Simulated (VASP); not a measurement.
# GaN (Imm2) in VASP: single point with r2SCAN

Aim: the single point of GaN with r2SCAN.

Everything below comes from runs of VASP 6.6.1. Logs are shortened: lines on timing, memory, paths and dates and some standing lists are left out, and cuts for length are marked.

### 1 The cell of the first run

Symmetry: Imm2, No. 44, orthorhombic system. The conventional cell has a = 3.121 Å, b = 3.240 Å, c = 4.498 Å, α = 90.00°, β = 90.00°, γ = 90.00°. Ga (site symmetry mm2) has 4 N at 1.92 to 1.97 Å within 2.6 Å. Within 2.6 Å of N (site symmetry mm2) lie 4 Ga at 1.92 to 1.97 Å.

### 2 Single point, r2SCAN (strain +0.0375 x Voigt [0, 0, 0, 1, 0, 0])

Input file POSCAR:

```
GaN
1.0
    0.0000000000      2.2911043317      2.2911043317
    2.2489367673      0.0421675644      2.2489367673
    2.2489367673      2.2489367673      0.0421675644
Ga N
1 1
Direct
    0.0000000000      0.0000000000      0.0000000000
    0.7500000000      0.7500000000      0.7500000000
```

Input file INCAR.step1:

```
  PREC = Accurate
  ENCUT = 1460
  ISMEAR = 0
  SIGMA = 0.05
  LREAL = F
  LASPH = T
  NELM = 120
  NBANDS = 16
  GGA = PE
  ALGO = Normal
  EDIFF = 1E-5
  LWAVE = T
  LCHARG = F
  GGA_COMPAT = F
```

Input file INCAR.step2:

```
  PREC = Accurate
  ENCUT = 1460
  EDIFF = 1E-6
  ISMEAR = 0
  SIGMA = 0.05
  LREAL = F
  LASPH = T
  NELM = 120
  ALGO = Normal
  ISIF = 2
  LWAVE = F
  LCHARG = F
  METAGGA = R2SCAN
  LMIXTAU = T
  NBANDS = 16
  ISTART = 1
  GGA_COMPAT = F
```

Input file KPOINTS:

```
regular mesh
0
Gamma
  10 10 10
```

Potentials or basis: VASP PAW PBE potentials, release 64 (Ga_d, N_h).

Started as:

```
> cat potpaw_PBE.64/Ga_d/POTCAR potpaw_PBE.64/N_h/POTCAR > POTCAR
> cp INCAR.step1 INCAR
> mpirun -np 1 vasp_std > vasp.out
> cp INCAR.step2 INCAR
> mpirun -np 1 vasp_std > vasp.out
```

OUTCAR:

```text
PREC = Accurate
   ENCUT = 1460
   EDIFF = 1E-6
   ISMEAR = 0
   LREAL = F
   LASPH = T
   NELM = 120
   ISIF = 2
   METAGGA = R2SCAN
   ISTART = 1

 ion  position               nearest neighbor table
   1  0.000  0.000  0.000-   2 1.92   2 1.92   2 1.97   2 1.97
   2  0.750  0.750  0.750-   1 1.92   1 1.92   1 1.97   1 1.97

  LATTYP: Found a body centered orthorhombic cell.
 ALAT       =     3.1208429358
 B/A-ratio  =     1.0382165605
 C/A-ratio  =     1.4412367515

  Lattice vectors:

 A1 = (  -2.2489367673,   2.2489367673,   0.0421675644)
 A2 = (  -2.2489367673,  -2.2489367673,  -0.0421675644)
 A3 = (   2.2489367673,   0.0421675644,   2.2489367673)

Analysis of symmetry for initial positions (statically):
=====================================================================
 Subroutine PRICEL returns:
 Original cell was already a primitive cell.

 Routine SETGRP: Setting up the symmetry group for a
 body centered orthorhombic supercell.

 Subroutine GETGRP returns: Found  4 space group operations
 (whereof  4 operations were pure point group operations)
 out of a pool of  8 trial point group operations.

The static configuration has the point symmetry C_2v.

Analysis of symmetry for dynamics (positions and initial velocities):
=====================================================================
 Subroutine PRICEL returns:
 Original cell was already a primitive cell.

 Routine SETGRP: Setting up the symmetry group for a
 body centered orthorhombic supercell.

 Subroutine GETGRP returns: Found  4 space group operations
 (whereof  4 operations were pure point group operations)
 out of a pool of  8 trial point group operations.

The dynamic configuration has the point symmetry C_2v.

 Subroutine INISYM returns: Found  4 space group operations
 (whereof  4 operations are pure point group operations),
 and found     1 'primitive' translations

----------------------------------------------------------------------------------------

                                     Primitive cell

  volume of cell :      22.7410

  direct lattice vectors                    reciprocal lattice vectors
     0.000000000  2.291104332  2.291104332    -0.222327283  0.218235369  0.218235369
     2.248936767  0.042167564  2.248936767     0.222327283 -0.226575575  0.226575575
     2.248936767  2.248936767  0.042167564     0.222327283  0.226575575 -0.226575575

  length of vectors
     3.240110819  3.180756399  3.180756399     0.380371888  0.390003080  0.390003080

  position of ions in fractional coordinates (direct lattice)
     0.000000000  0.000000000  0.000000000
     0.750000000  0.750000000  0.750000000

  ion indices of the primitive-cell ions
   primitive index   ion index
                 1           1
                 2           2

----------------------------------------------------------------------------------------

 KPOINTS: regular mesh

Automatic generation of k-mesh.
 Grid dimensions read from file:
 generate k-points for:   10   10   10

 Generating k-lattice:

  Cartesian coordinates                     Fractional coordinates (reciprocal lattice)
    -0.022232728  0.021823537  0.021823537     0.100000000  0.000000000  0.000000000
     0.022232728 -0.022657557  0.022657557     0.000000000  0.100000000  0.000000000
     0.022232728  0.022657557 -0.022657557     0.000000000  0.000000000  0.100000000

  Length of vectors
     0.038037189  0.039000308  0.039000308

  Shift w.r.t. Gamma in fractional coordinates (k-lattice)
     0.000000000  0.000000000  0.000000000

 Subroutine IBZKPT returns following result:
 ===========================================

 Found    171 irreducible k-points:

 Following reciprocal coordinates:
            Coordinates               Weight
  0.000000  0.000000  0.000000      1.000000
  0.100000 -0.000000 -0.000000      4.000000
  0.200000 -0.000000 -0.000000      4.000000
  0.300000  0.000000  0.000000      4.000000
  0.400000 -0.000000 -0.000000      4.000000
  0.500000  0.000000 -0.000000      2.000000
[... 16 lines left out ...]
 -0.400000  0.200000  0.000000      8.000000
 -0.300000  0.200000  0.000000      8.000000
 [... further k-points ...]
   k-points           NKPTS =    171   k-points in BZ     NKDIM =    171   number of bands    NBANDS=     16
   number of dos      NEDOS =    301   number of ions     NIONS =      2
   total plane-waves  NPLWV =  64000
   dimension x,y,z NGX =    40 NGY =   40 NGZ =   40
   dimension x,y,z NGXF=    80 NGYF=   80 NGZF=   80
   ions per type =               1   1
   NGX,Y,Z   is equivalent  to a cutoff of  20.52, 20.91, 20.91 a.u.
   NGXF,Y,Z  is equivalent  to a cutoff of  41.05, 41.81, 41.81 a.u.
 SYSTEM =  unknown system
   PREC   = accura    normal or accurate (medium, high low for compatibility)
   ISTART =      1    job   : 0-new  1-cont  2-samecut
   ICHARG =      0    charge: 1-file 2-atom 10-const
   ISPIN  =      1    spin polarized calculation?
   LNONCOLLINEAR =      F non collinear calculations
   LSORBIT =      F    spin-orbit coupling
   LASPH  =      T    aspherical Exc in radial PAW
   ENCUT  = 1460.0 eV 107.31 Ry   10.36 a.u.  10.09  9.91  9.91*2*pi/ulx,y,z
   NELM   =    120;   NELMIN=  2; NELMDL=  0     # of ELM steps
   EDIFF  = 0.1E-05   stopping-criterion for ELM
   LREAL  =      F    real-space projection
   EDIFFG = 0.1E-04   stopping-criterion for IOM
   NSW    =      0    number of steps for IOM
   IBRION =     -1    ionic relax: 0-MD 1-quasi-New 2-CG
   NFREE  =      0    steps in history (QN), initial steepest desc. (CG)
   ISIF   =      2    stress and relaxation
   ISYM   =      2    0-nonsym 1-usesym 2-fastsym
   POTIM  = 0.5000    time-step for ionic-motion
   TEBEG  =    0.0;   TEEND  =   0.0 temperature during run
   PSTRESS=    0.0 pullay stress
   NELECT =      18.0000    total number of electrons
   NUPDOWN=      -1.0000    fix difference up-down
   EMIN   =  10.00;   EMAX   =-10.00  energy-range for DOS
   EFERMI =   0.00;   METHOD = LEGACY
   ISMEAR =     0;   SIGMA  =   0.05  broadening in eV -4-tet -1-fermi 0-gaus
   EFERMI_NEDOS =   21; number of points for ismear=-14 and -15
   IALGO  =     38    algorithm
   IMIX   =      4    mixing-type and parameters
     AMIX     =   0.40;   BMIX     =  1.00
     AMIX_MAG =   1.60;   BMIX_MAG =  1.00
  volume/ion in A,a.u.               =      11.37        76.73
  Fermi-wavevector in a.u.,A,eV,Ry     =   1.514361  2.861727 31.202081  2.293288
  Thomas-Fermi vector in A             =   2.624029
   LORBIT       =      0    0 simple, 1 ext, 2 COOP (PROOUT), +10 PAW based schemes
   METAGGA = R2SCAN    functional components
   LHFCALC =     F    Hartree Fock is set to
   AEXX    =    0.0000 exact exchange contribution
   IVDW    =     0    specifies the selected vdW correction
   LEPSILON=     F    determine dielectric tensor
   LRPA    =     F    only Hartree local field effects (RPA)
 non-spin polarized calculation
 Gauss-broadening in eV      SIGMA  =   0.05
  energy-cutoff  :     1460.00
  volume of cell :       22.74
 maximum number of plane-waves:      2914
   NGX = 21   NGY = 19   NGZ = 19

 number of electron      18.0000001 magnetization

 Free energy of the ion-electron system (eV)
  ---------------------------------------------------
  ext. energy  EPLUGINS =         0.00000000
  ---------------------------------------------------
  free energy    TOTEN  =       -21.87984098 eV

  energy without entropy =      -21.87984098  energy(sigma->0) =      -21.87984098

 E-fermi :   5.6990     XC(G=0): -12.6642

 val. band max:        5.4639804318   @ k =   0.0000   0.0000   0.0000
 cond. band min:       7.5179846399   @ k =   0.0000   0.0000   0.0000
 fundamental gap:      2.0540042080
 Fermi energy:         5.6989660559

 k-point     1 :       0.0000    0.0000    0.0000
  band No.  band energies     occupation
      1     -11.4101      2.00000
      2      -8.4584      2.00000
      3      -8.4547      2.00000
      4      -8.4517      2.00000
      5      -8.0969      2.00000
      6      -8.0963      2.00000
[... 8 lines left out ...]
     15      24.9295      0.00000
     16      25.2440      0.00000

 k-point     2 :       0.1000   -0.0000   -0.0000
  band No.  band energies     occupation
      1     -11.3025      2.00000
      2      -8.4448      2.00000
      3      -8.4423      2.00000
      4      -8.4108      2.00000
      5      -8.0979      2.00000
      6      -8.0966      2.00000
[... 8 lines left out ...]
     15      24.0030      0.00000
     16      24.0212      0.00000

 k-point     3 :       0.2000   -0.0000   -0.0000
  band No.  band energies     occupation
      1     -11.0260      2.00000
      2      -8.4127      2.00000
      3      -8.4126      2.00000
      4      -8.2520      2.00000
      5      -8.0965      2.00000
      6      -8.0936      2.00000
[... 8 lines left out ...]
     15      22.9121      0.00000
     16      23.3261      0.00000

 k-point     4 :       0.3000    0.0000    0.0000
  band No.  band energies     occupation
      1     -10.7119      2.00000
      2      -8.3848      2.00000
      3      -8.3817      2.00000
      4      -8.0873      2.00000
      5      -8.0799      2.00000
      6      -7.8880      2.00000
[... 8 lines left out ...]
     15      23.2807      0.00000
     16      23.9372      0.00000
[... 324 lines left out ...]
 k-point    22 :       0.5000    0.2000   -0.0000
  band No.  band energies     occupation
      1     -10.3388      2.00000
      2      -8.3409      2.00000
      3      -8.2803      2.00000
      4      -8.1453      2.00000
      5      -8.0518      2.00000
      6      -6.9167      2.00000
[... 8 lines left out ...]
     15      26.8818      0.00000
     16      27.1549      0.00000

 k-point    23 :      -0.4000    0.2000    0.0000
  band No.  band energies     occupation
      1     -10.3256      2.00000
      2      -8.3445      2.00000
      3      -8.2867      2.00000
      4      -8.1129      2.00000
      5      -8.0755      2.00000
      6      -6.7921      2.00000
[... 8 lines left out ...]
     15      24.8603      0.00000
     16      27.0016      0.00000

 k-point    24 :      -0.3000    0.2000    0.0000
  band No.  band energies     occupation
      1     -10.4088      2.00000
      2      -8.3466      2.00000
      3      -8.3070      2.00000
      4      -8.1075      2.00000
      5      -8.1014      2.00000
      6      -7.1962      2.00000
[... 8 lines left out ...]
     15      23.8632      0.00000
     16      27.2699      0.00000

 [... further k-points ...]
[... 5 lines left out ...]
  --------------------------------------------------------------------------------------
  -------------------------------------------------------------------------------------
  Total        0.1759380      0.1999287      0.1999287     -0.0000000     -1.0822324      0.0000000
  in kB       12.3954213     14.0856429     14.0856429     -0.0000000    -76.2468799      0.0000000
  external PRESSURE =      13.5222357 kB  Pullay stress =       0.0000000 kB

 VOLUME and BASIS-vectors are now :
 -----------------------------------------------------------------------------
  energy-cutoff  :     1460.00
  volume of cell :       22.74
      direct lattice vectors                 reciprocal lattice vectors
     0.000000000  2.291104332  2.291104332    -0.222327283  0.218235369  0.218235369
     2.248936767  0.042167564  2.248936767     0.222327283 -0.226575575  0.226575575
     2.248936767  2.248936767  0.042167564     0.222327283  0.226575575 -0.226575575

 POSITION                                       TOTAL-FORCE (eV/Angst)
 -----------------------------------------------------------------------------------
      0.00000      0.00000      0.00000        -0.330585      0.000000      0.000000
      3.37341      3.43666      3.43666         0.330585     -0.000000     -0.000000
 -----------------------------------------------------------------------------------
    total drift:                                0.000947      0.000000      0.000000

  FREE ENERGIE OF THE ION-ELECTRON SYSTEM (eV)
  ---------------------------------------------------
  free  energy   TOTEN  =       -21.8798409795 eV

  energy  without entropy=      -21.8798409795  energy(sigma->0) =      -21.87984098
```

Wall time 9.1 min (1 thread of Intel Xeon Platinum 8488C (Sapphire Rapids), shared host); peak memory 0.48 GiB.

What came out:

```
Free energy            : -21.8798 eV
Pressure               : 1.4 GPa
Largest force          : 0.331 eV/Å
Band gap on the k mesh : 2.05 eV
```

Forces in eV/Å, atoms in the order of the input:
```
Ga  -0.331  0.000  0.000
N    0.331  0.000  0.000
```

Stress tensor (GPa, compression positive):
```
 1.24  0.00  0.00
 0.00  1.41 -7.62
 0.00 -7.62  1.41
```

Caveat: the cell differs from its parent crystal (strain +0.0375 x Voigt [0, 0, 0, 1, 0, 0]); the PAW data sets were made with another functional, which shifts forces and pressure a little.
